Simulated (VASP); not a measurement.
Write the native input for VASP 6.6.1 that does the following.

- Task: single point
- Functional: PBE
- Potentials or basis: VASP PAW PBE potentials, release 64 (Co_sv, Pt_sv_GW, O)
- Cutoff: 700 eV
- k mesh: 12 × 12 × 2
- Occupations: gaussian, width 0.1 eV
- Spin: no spin polarisation
- Dipole correction: no
- Further INCAR settings: ALGO = Normal; EDIFF = 1e-06; NBANDS = 82

The structure of CoPtO2 lies in POSCAR:

```
CoPtO2
1.0
    2.8547899568      0.0000000000      0.0000000000
   -1.4273949784      2.4723206250      0.0000000000
    0.0000000000      0.0000000000     17.8832540069
Co Pt O
3 3 6
Direct
    0.6666666667      0.3333333333      0.8333333333
    0.3333333333      0.6666666667      0.1666666667
    0.0000000000      0.0000000000      0.5000000000
    0.0000000000      0.0000000000      0.0000000000
    0.6666666667      0.3333333333      0.3333333333
    0.3333333333      0.6666666667      0.6666666667
    0.0000000000      0.0000000000      0.8876528272
    0.3333333333      0.6666666667      0.7790138394
    0.6666666667      0.3333333333      0.2209861606
    0.0000000000      0.0000000000      0.1123471728
    0.3333333333      0.6666666667      0.5543194939
    0.6666666667      0.3333333333      0.4456805061
```

The input as run:

INCAR

```
SYSTEM = CoPtO2
ALGO = Normal
EDIFF = 1E-6
ENCUT = 700
GGA = PE
GGA_COMPAT = .FALSE.
ISIF = 2
ISMEAR = 0
LASPH = .TRUE.
LCHARG = .FALSE.
LREAL = .FALSE.
LWAVE = .FALSE.
NBANDS = 82
NELM = 120
PREC = Accurate
SIGMA = 0.1
```

KPOINTS

```
k-points
0
G
  12 12 2
  0 0 0
```

Potentials or basis: VASP PAW PBE potentials, release 64 (Co_sv, Pt_sv_GW, O).

Command:

```bash
$ cat potpaw_PBE.64/Co_sv/POTCAR potpaw_PBE.64/Pt_sv_GW/POTCAR potpaw_PBE.64/O/POTCAR > POTCAR
$ mpirun -np 1 vasp_std > vasp.out
```

It gave:

```
Pressure               : -0.3 GPa
Largest force          : 0.058 eV/Å
Band gap on the k mesh : zero (an odd number of electrons rules out a gap without spin polarisation)
```

Caveat: spin-orbit coupling is left out, which moves the levels of the heavy elements; an odd number of electrons without spin polarisation forces a metal; a magnetic or distorted state may lie lower; the run has no spin polarisation, though such a crystal can be magnetic; semilocal functionals often make such compounds metallic where correlation or magnetic order opens a gap, which also shifts bond lengths.

Wall time 14 min on 1 thread of AMD EPYC 9R45 96-Core Processor (Zen 5), on a shared host, peak memory 0.64 GiB.
